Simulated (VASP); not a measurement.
# Si3B4 (P6/mmm) in VASP: further runs

The runs below take Si3B4 through single point, with PBE.

Everything below comes from runs of VASP 6.6.1. Logs are shortened: lines on timing, memory, paths and dates and some standing lists are left out, and cuts for length are marked.

### 1 The cell of the first run

The structure is hexagonal, space group P6/mmm (No. 191). Conventional cell: a = 4.737 Å, b = 4.737 Å, c = 4.143 Å, α = 90.00°, β = 90.00°, γ = 120.00°. Within 2.7 Å of Si (site symmetry mmm) lie 4 B at 2.07 to 2.37 Å and 4 Si at 2.37 Å. Within 2.7 Å of B (site symmetry mmm) lie 2 Si at 2.07 Å and 4 B at 2.37 Å. Within 3.2 Å of B (site symmetry 6/mmm) lie 6 Si at 2.37 Å and 12 B at 3.15 Å.

The cell was built from a structure type or drawn by symmetry, and may not be a known phase.

### 2 Single point, PBE

The input, INCAR:

```
SYSTEM = Si3B4
PREC = Accurate
ENCUT = 500
EDIFF = 1E-6
ISMEAR = 0
SIGMA = 0.2
LREAL = .False.
LASPH = .True.
NELM = 120
ALGO = Normal
ISIF = 2
LWAVE = .False.
LCHARG = .False.
GGA = PE
NBANDS = 21
GGA_COMPAT = .False.
```

The input, KPOINTS:

```
regular mesh
0
Gamma
  5 5 3
  0 0 0
```

The input, POSCAR:

```
Si3B4
1.0
    4.7369243656      0.0000000034      0.0000000000
   -2.3684621858      4.1022968347      0.0000000000
    0.0000000000      0.0000000000      4.1433573837
Si B
3 4
Direct
    0.5000000000      0.0000000000      0.0000000000
    0.0000000000      0.5000000000      0.0000000000
    0.5000000000      0.5000000000      0.0000000000
    0.5000000000      0.0000000000      0.5000000000
    0.0000000000      0.5000000000      0.5000000000
    0.5000000000      0.5000000000      0.5000000000
    0.0000000000      0.0000000000      0.0000000000
```

Potentials or basis: VASP PAW PBE potentials, release 64 (Si, B).

Started as:

```bash
$ cat potpaw_PBE.64/Si/POTCAR potpaw_PBE.64/B/POTCAR > POTCAR
$ mpirun -np 1 vasp_std > vasp.out
```

OUTCAR:

```text
SYSTEM = Si3B4
   PREC = Accurate
   ENCUT = 500
   EDIFF = 1E-6
   ISMEAR = 0
   LREAL = .False.
   LASPH = .True.
   NELM = 120
   ISIF = 2
   GGA = PE

 ion  position               nearest neighbor table
   1  0.500  0.000  0.000-   4 2.07   4 2.07   2 2.37   2 2.37   7 2.37   7 2.37   3 2.37   3 2.37

   2  0.000  0.500  0.000-   5 2.07   5 2.07   1 2.37   1 2.37   3 2.37   3 2.37   7 2.37   7 2.37

   3  0.500  0.500  0.000-   6 2.07   6 2.07   7 2.37   7 2.37   2 2.37   2 2.37   1 2.37   1 2.37

   4  0.500  0.000  0.500-   1 2.07   1 2.07
   5  0.000  0.500  0.500-   2 2.07   2 2.07
   6  0.500  0.500  0.500-   3 2.07   3 2.07
   7  0.000  0.000  0.000-   3 2.37   3 2.37   1 2.37   1 2.37   2 2.37   2 2.37

  LATTYP: Found a hexagonal cell.
 ALAT       =     4.7369243656
 C/A-ratio  =     0.8746935910

  Lattice vectors:

 A1 = (   4.7369243656,   0.0000000034,   0.0000000000)
 A2 = (  -2.3684621858,   4.1022968347,   0.0000000000)
 A3 = (   0.0000000000,   0.0000000000,   4.1433573837)

Analysis of symmetry for initial positions (statically):
=====================================================================
 Subroutine PRICEL returns:
 Original cell was already a primitive cell.

 Routine SETGRP: Setting up the symmetry group for a
 hexagonal supercell.

 Subroutine GETGRP returns: Found 24 space group operations
 (whereof 24 operations were pure point group operations)
 out of a pool of 24 trial point group operations.

The static configuration has the point symmetry D_6h.

Analysis of symmetry for dynamics (positions and initial velocities):
=====================================================================
 Subroutine PRICEL returns:
 Original cell was already a primitive cell.

 Routine SETGRP: Setting up the symmetry group for a
 hexagonal supercell.

 Subroutine GETGRP returns: Found 24 space group operations
 (whereof 24 operations were pure point group operations)
 out of a pool of 24 trial point group operations.

The dynamic configuration has the point symmetry D_6h.

 Subroutine INISYM returns: Found 24 space group operations
 (whereof 24 operations are pure point group operations),
 and found     1 'primitive' translations

----------------------------------------------------------------------------------------

                                     Primitive cell

  volume of cell :      80.5148

  direct lattice vectors                    reciprocal lattice vectors
     4.736924366  0.000000003  0.000000000     0.211107445  0.121882940  0.000000000
    -2.368462186  4.102296835  0.000000000    -0.000000000  0.243765880  0.000000000
     0.000000000  0.000000000  4.143357384     0.000000000  0.000000000  0.241350168

  length of vectors
     4.736924366  4.736924366  4.143357384     0.243765880  0.243765880  0.241350168

  position of ions in fractional coordinates (direct lattice)
     0.500000000  1.000000000  0.000000000
     0.000000000  0.500000000  0.000000000
     0.500000000  0.500000000  0.000000000
     0.500000000  1.000000000  0.500000000
     0.000000000  0.500000000  0.500000000
     0.500000000  0.500000000  0.500000000
     0.000000000  0.000000000  0.000000000

  ion indices of the primitive-cell ions
   primitive index   ion index
                 1           1
                 2           2
                 3           3
                 4           4
                 5           5
                 6           6
                 7           7

----------------------------------------------------------------------------------------

 KPOINTS: regular mesh

Automatic generation of k-mesh.
 Grid dimensions read from file:
 generate k-points for:    5    5    3

 Generating k-lattice:

  Cartesian coordinates                     Fractional coordinates (reciprocal lattice)
     0.042221489  0.024376588  0.000000000     0.200000000  0.000000000  0.000000000
    -0.000000000  0.048753176  0.000000000    -0.000000000  0.200000000  0.000000000
     0.000000000  0.000000000  0.080450056     0.000000000  0.000000000  0.333333333

  Length of vectors
     0.048753176  0.048753176  0.080450056

  Shift w.r.t. Gamma in fractional coordinates (k-lattice)
     0.000000000  0.000000000  0.000000000

 Subroutine IBZKPT returns following result:
 ===========================================

 Found     10 irreducible k-points:

 Following reciprocal coordinates:
            Coordinates               Weight
  0.000000  0.000000  0.000000      1.000000
  0.200000  0.000000  0.000000      6.000000
  0.400000  0.000000  0.000000      6.000000
  0.200000  0.200000  0.000000      6.000000
  0.400000  0.200000  0.000000      6.000000
  0.000000  0.000000  0.333333      2.000000
  0.200000  0.000000  0.333333     12.000000
  0.400000  0.000000  0.333333     12.000000
  0.200000  0.200000  0.333333     12.000000
  0.400000  0.200000  0.333333     12.000000
   k-points           NKPTS =     10   k-points in BZ     NKDIM =     10   number of bands    NBANDS=     21
   number of dos      NEDOS =    301   number of ions     NIONS =      7
   total plane-waves  NPLWV =  38880
   dimension x,y,z NGX =    36 NGY =   36 NGZ =   30
   dimension x,y,z NGXF=    72 NGYF=   72 NGZF=   60
   ions per type =               3   4
   NGX,Y,Z   is equivalent  to a cutoff of  12.63, 12.63, 12.04 a.u.
   NGXF,Y,Z  is equivalent  to a cutoff of  25.27, 25.27, 24.07 a.u.
 SYSTEM =  Si3B4
   PREC   = accura    normal or accurate (medium, high low for compatibility)
   ISTART =      0    job   : 0-new  1-cont  2-samecut
   ICHARG =      2    charge: 1-file 2-atom 10-const
   ISPIN  =      1    spin polarized calculation?
   LNONCOLLINEAR =      F non collinear calculations
   LSORBIT =      F    spin-orbit coupling
   LASPH  =      T    aspherical Exc in radial PAW
   ENCUT  =  500.0 eV  36.75 Ry    6.06 a.u.   8.64  8.64  7.55*2*pi/ulx,y,z
   NELM   =    120;   NELMIN=  2; NELMDL= -5     # of ELM steps
   EDIFF  = 0.1E-05   stopping-criterion for ELM
   LREAL  =      F    real-space projection
   EDIFFG = 0.1E-04   stopping-criterion for IOM
   NSW    =      0    number of steps for IOM
   IBRION =     -1    ionic relax: 0-MD 1-quasi-New 2-CG
   NFREE  =      0    steps in history (QN), initial steepest desc. (CG)
   ISIF   =      2    stress and relaxation
   ISYM   =      2    0-nonsym 1-usesym 2-fastsym
   POTIM  = 0.5000    time-step for ionic-motion
   TEBEG  =    0.0;   TEEND  =   0.0 temperature during run
   PSTRESS=    0.0 pullay stress
   NELECT =      24.0000    total number of electrons
   NUPDOWN=      -1.0000    fix difference up-down
   EMIN   =  10.00;   EMAX   =-10.00  energy-range for DOS
   EFERMI =   0.00;   METHOD = LEGACY
   ISMEAR =     0;   SIGMA  =   0.20  broadening in eV -4-tet -1-fermi 0-gaus
   EFERMI_NEDOS =   21; number of points for ismear=-14 and -15
   IALGO  =     38    algorithm
   IMIX   =      4    mixing-type and parameters
     AMIX     =   0.40;   BMIX     =  1.00
     AMIX_MAG =   1.60;   BMIX_MAG =  1.00
  volume/ion in A,a.u.               =      11.50        77.62
  Fermi-wavevector in a.u.,A,eV,Ry     =   1.093587  2.066579 16.271645  1.195932
  Thomas-Fermi vector in A             =   2.229875
   LORBIT       =      0    0 simple, 1 ext, 2 COOP (PROOUT), +10 PAW based schemes
   GGA     = PE    functional components
   LHFCALC =     F    Hartree Fock is set to
   AEXX    =    0.0000 exact exchange contribution
   IVDW    =     0    specifies the selected vdW correction
   LEPSILON=     F    determine dielectric tensor
   LRPA    =     F    only Hartree local field effects (RPA)
 non-spin polarized calculation
 Gauss-broadening in eV      SIGMA  =   0.20
  energy-cutoff  :      500.00
  volume of cell :       80.51
 maximum number of plane-waves:      2075
 NGX is ok and might be reduce to    36
   NGX = 17   NGY = 17   NGZ = 15

 number of electron      23.9999998 magnetization

 Free energy of the ion-electron system (eV)
  ---------------------------------------------------
  ext. energy  EPLUGINS =         0.00000000
  ---------------------------------------------------
  free energy    TOTEN  =       -33.84128370 eV

  energy without entropy =      -33.76775581  energy(sigma->0) =      -33.80451975

 E-fermi :   7.0437     XC(G=0): -10.9206

 val. band max:        6.9970141056   @ k =   0.2000   0.0000   0.3333
 cond. band min:       7.0581721885   @ k =   0.4000   0.2000   0.3333
 fundamental gap:      0.0611580830
 Fermi energy:         7.0437335110

 k-point     1 :       0.0000    0.0000    0.0000
  band No.  band energies     occupation
      1      -7.1392      2.00000
      2      -0.1683      2.00000
      3       0.5851      2.00000
      4       0.6006      2.00000
      5       0.6006      2.00000
      6       0.8049      2.00000
[... 13 lines left out ...]
     20      13.0050      0.00000
     21      13.6505      0.00000

 k-point     2 :       0.2000    0.0000    0.0000
  band No.  band energies     occupation
      1      -6.8308      2.00000
      2      -2.1459      2.00000
      3      -0.3764      2.00000
      4      -0.0845      2.00000
      5       0.8617      2.00000
      6       1.4408      2.00000
[... 13 lines left out ...]
     20      12.1497      0.00000
     21      13.6845      0.00000

 k-point     3 :       0.4000    0.0000    0.0000
  band No.  band energies     occupation
      1      -5.9585      2.00000
      2      -4.1536      2.00000
      3      -0.9951      2.00000
      4      -0.6358      2.00000
      5       1.6143      2.00000
      6       2.2140      2.00000
[... 13 lines left out ...]
     20      13.1991      0.00000
     21      13.7471      0.00000
[... 121 lines left out ...]
 k-point     9 :       0.2000    0.2000    0.3333
  band No.  band energies     occupation
      1      -5.6126      2.00000
      2      -2.7420      2.00000
      3      -2.1293      2.00000
      4      -1.6098      2.00000
      5       0.3782      2.00000
      6       1.9607      2.00000
[... 13 lines left out ...]
     20      13.2404      0.00000
     21      13.3048      0.00000

 k-point    10 :       0.4000    0.2000    0.3333
  band No.  band energies     occupation
      1      -4.6949      2.00000
      2      -4.0123      2.00000
      3      -2.2284      2.00000
      4      -1.3555      2.00000
      5      -0.6243      2.00000
      6       1.5910      2.00000
[... 13 lines left out ...]
     20      12.7439      0.00000
     21      13.5128      0.00000

------------------------ aborting loop because EDIFF is reached ----------------------------------------

  FORCE on cell =-STRESS in cart. coord.  units (eV):
  Direction    XX          YY          ZZ          XY          YZ          ZX
  --------------------------------------------------------------------------------------
  -------------------------------------------------------------------------------------
  Total        0.1198160      0.1198160     -0.0980042     -0.0000000     -0.0000000     -0.0000000
  in kB        2.3842376      2.3842376     -1.9502005     -0.0000000     -0.0000000     -0.0000000
  external PRESSURE =       0.9394249 kB  Pullay stress =       0.0000000 kB

 VOLUME and BASIS-vectors are now :
 -----------------------------------------------------------------------------
  energy-cutoff  :      500.00
  volume of cell :       80.51
      direct lattice vectors                 reciprocal lattice vectors
     4.736924366  0.000000003  0.000000000     0.211107445  0.121882940  0.000000000
    -2.368462186  4.102296835  0.000000000    -0.000000000  0.243765880  0.000000000
     0.000000000  0.000000000  4.143357384     0.000000000  0.000000000  0.241350168

 POSITION                                       TOTAL-FORCE (eV/Angst)
 -----------------------------------------------------------------------------------
      2.36846      0.00000      0.00000        -0.000000      0.000000      0.000000
     -1.18423      2.05115      0.00000         0.000000      0.000000      0.000000
      1.18423      2.05115      0.00000         0.000000      0.000000      0.000000
      2.36846      0.00000      2.07168        -0.000000      0.000000      0.000000
     -1.18423      2.05115      2.07168        -0.000000      0.000000      0.000000
      1.18423      2.05115      2.07168        -0.000000      0.000000      0.000000
      0.00000      0.00000      0.00000         0.000000      0.000000      0.000000
 -----------------------------------------------------------------------------------
    total drift:                                0.000000      0.000000     -0.000000

  FREE ENERGIE OF THE ION-ELECTRON SYSTEM (eV)
  ---------------------------------------------------
  free  energy   TOTEN  =       -33.8412836951 eV

  energy  without entropy=      -33.7677558064  energy(sigma->0) =      -33.80451975
```

Wall time 8.2 s (1 thread of Intel Xeon 6975P-C (Granite Rapids), shared host); peak memory 0.18 GiB.

Results:

- Free energy: -33.8413 eV
- Pressure: 0.1 GPa
- Band gap on the k mesh: zero (bands 12 and 13 overlap by 1.63 eV)

Caveat: the k points lie up to 0.51 Å⁻¹ apart, too coarse for converged energies and pressures of a metal.

(Part 1 of 2 ends here.)
